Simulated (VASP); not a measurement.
Wanted: the native input for a VASP 6.6.1 run.

- Task: single point
- Functional: PBE
- Potentials or basis: VASP PAW PBE potentials, release 64 (Ni, Si)
- Cutoff: 400 eV
- k mesh: 1 × 1 × 1, shifted
- Occupations: fermi-dirac, width 0.1551 eV
- Spin: no spin polarisation
- Dipole correction: no
- Mended: yes
- Further INCAR settings: LREAL = Auto; ALGO = Normal; EDIFF = 1e-06; NBANDS = 123; ISYM = -1

The structure of Si5Ni19 lies in POSCAR:

```
Si5Ni19
1.0
    6.7405220000     -0.2054610000     -0.1773920000
   -0.2054610000      6.5498610000      0.0568880000
   -0.1773920000      0.0568880000      6.3235750000
Ni Si
19 5
Direct
    0.7929396641      0.1508086464     -0.0375385837
    0.5996520596      0.9699532349      0.3461054512
    0.6420569262      0.3430428431      0.2923238423
    0.2364895950      0.5043941769      0.2063113644
    0.1816505354      0.6917438418      0.8485109180
    0.9899198434      0.1558232795      0.3359952853
    0.2454944362      0.9408570390      0.5988557539
    0.5410757429      0.1444077416      0.6850184335
    0.2360754196      0.8380040121      0.2297759604
    0.4950638678      0.9100609173      0.9331811237
    0.5426098805      0.6458308833      0.1743188979
    0.4073760426      0.5246602216      0.5050338424
    0.8585820204      0.3924560625      0.6406353275
    0.0333669340      0.6677435413      0.4769059326
    0.3605158437      0.2180656365      0.0416140093
    0.8017764395      0.7076204493      0.8960625301
    0.8757567362      0.9639959299      0.6044070701
    0.3078723223      0.1909195870      0.3863907763
    0.9056531525      0.4733203684      0.1561802264
    0.5876359351      0.4322364401      0.9007464681
    0.6851549586      0.7112456402      0.5639421793
    0.8824123033      0.8590898913      0.2107991093
    0.0901408111      0.0058391690      0.9516009662
    0.1432115378      0.3353028514      0.7581619373
```

The input as run:

INCAR

```
PREC     = Accurate       # precision mode
ENCUT    = 400            # plane-wave cutoff, eV
EDIFF    = 1E-6           # SCF threshold, eV
ISMEAR   = -1             # smearing method
SIGMA    = 0.1551         # smearing width, eV
LREAL    = Auto         
LASPH    = T              # aspherical terms in the spheres
NELM     = 120            # most SCF steps
ALGO     = Normal         # electronic algorithm
ISIF     = 2              # what is computed and relaxed
LWAVE    = F              # write WAVECAR
LCHARG   = F              # write CHGCAR
GGA      = PE             # functional
ISYM     = -1           
NBANDS   = 123            # bands
GGA_COMPAT= F
```

KPOINTS

```
explicit points
1
Reciprocal
  0.25000000   0.25000000   0.25000000 1
```

Potentials or basis: VASP PAW PBE potentials, release 64 (Ni, Si).

Launch:

```bash
$ cat potpaw_PBE.64/Ni/POTCAR potpaw_PBE.64/Si/POTCAR > POTCAR
$ mpirun -np 1 vasp_std > vasp.out
```

Results of the run:

| Property | Result |
| --- | --- |
| Pressure | 6.7 GPa |
| Largest force | 3.092 eV/Å |

Caveat: the atoms stand as in a frame of molecular dynamics.

It took 92 s on 1 thread of Intel(R) Xeon(R) 6975P-C (Granite Rapids), on a shared host, peak memory 0.3 GiB.
